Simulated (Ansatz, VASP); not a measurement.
## Two plane-wave programs on WC

Contents of INCAR:

```
ALGO = Normal ; EDIFF = 1E-6
ENCUT = 600 ; GGA = PS
GGA_COMPAT = False ; ISIF = 2
ISMEAR = 1 ; IVDW = 12
LASPH = True ; LCHARG = True
LMAXMIX = 4 ; LORBIT = 11
LORBMOM = True ; LREAL = False
LSORBIT = True ; LVHAR = True
LWAVE = False ; MAGMOM = 0 0 0 0 0 0
NBANDS = 30 ; NELM = 200
PREC = Accurate ; SIGMA = 0.1
```

File KPOINTS:

```
k-points
0
Gamma
  10 10 9
```

POSCAR

```
WC
1.0
    2.9065000000      0.0000000000      0.0000000000
   -1.4532500000      2.5171028361      0.0000000000
    0.0000000000      0.0000000000      2.8366000000
W C
1 1
Direct
    0.0000000000      0.0000000000      0.0000000000
    0.6666666667      0.3333333333      0.5000000000
```

input.yaml

```yaml
crystal:
  lattice: { a: 2.9065, b: 2.9065, c: 2.8366, alpha: 90.0, beta: 90.0, gamma: 120.0 }
  space_group: 187
  reduce_to_primitive: true
  atoms:
    - { symbol: W, wyckoff: "1a", position: [0.0, 0.0, 0.0] }
    - { symbol: C, wyckoff: "1f", position: [0.6666666667, 0.3333333333, 0.5] }
hamiltonian:
  xc: pbesol
  pseudopotentials: { kind: paw_fr }
  dispersion: d3bj
magnetization:
  noncollinear: true
  spin_orbit: true
kpoints:
  mp_grid: { grid: [10, 10, 9] }
scf:
  occupations: { method: methfessel_paxton, width: 0.1 }
output:
  forces: true
  stress: true
  eigenvalues: true
  bader: true
  populations: intrinsic
```

Alike in both runs: functional PBEsol; dispersion D3(BJ); k mesh 10 × 10 × 9; occupations methfessel-paxton of order 1, width 0.1 eV; non-collinear spin, spin-orbit coupling.

|  | VASP | Ansatz |
| --- | --- | --- |
| version | VASP 6.6.1 | Ansatz 0.2.0 |
| potentials or method | VASP PAW PBE potentials, release 64 (W_sv, C) | Ansatz PAW |
| plane-wave cutoff (eV) | 600 | 420 |
| valence electrons in the cell | 18 | 18 |
| task | single point | atomic charges |

```tsv
	VASP	Ansatz	Ansatz less VASP
pressure (GPa)	-8.7	-10.9	-2.26
traceless stress, the component that is largest in VASP (GPa)	-0.84	-0.99	-0.150
net moment per atom (μB)	0.00	0.00	0.000
```

VASP's potentials were made for PBE, not for PBEsol.
